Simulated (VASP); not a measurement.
KI:

```xyz
2
Lattice="0.0000 3.5328 3.5328 3.5328 0.0000 3.5328 3.5328 3.5328 0.0000" Properties=species:S:1:pos:R:3 pbc="T T T"
K     0.0000    0.0000    0.0000
I     3.5328    3.5328    3.5328
```

Base run:

| Quantity | Value |
| --- | --- |
| Program | VASP 6.6.1 |
| Functional | r2SCAN |
| Potentials or basis | VASP PAW PBE potentials, release 64 (K_sv, I) |
| Cutoff | 440 eV |
| k mesh | 7 × 7 × 7 |
| Occupations | fermi-dirac, width 0.02 eV |
| Spin | no spin polarisation |

Its results: band gap on the k mesh 4.61 eV; pressure 0.2 GPa.

After a change of settings the same cell gave: band gap on the k mesh 3.62 eV; pressure -1.3 GPa. Which change was it?
A. functional from r2SCAN to LDA; potentials or basis from VASP PAW PBE potentials, release 64 (K_sv, I) to VASP PAW LDA potentials, release 64 (K_sv, I); cutoff from 440 eV to 400 eV
B. functional from r2SCAN to PBEsol; cutoff from 440 eV to 500 eV; further incar settings from ALGO = Normal; EDIFF = 1e-08; NBANDS = 15 to ALGO = Normal; EDIFF = 1e-06; NBANDS = 15
C. functional from r2SCAN to PBEsol; cutoff from 440 eV to 400 eV; k mesh from 7 × 7 × 7 to 4 × 4 × 4
D. functional from r2SCAN to HSE06; cutoff from 440 eV to 400 eV; k mesh from 7 × 7 × 7 to 4 × 4 × 4

A.

Caveats: spin-orbit coupling is left out, which moves the levels of the heavy elements; the PAW data sets were made with another functional, which shifts forces and pressure a little (at least some runs); an odd mesh through Γ misses points on the zone boundary, where band edges can lie (at least some runs).
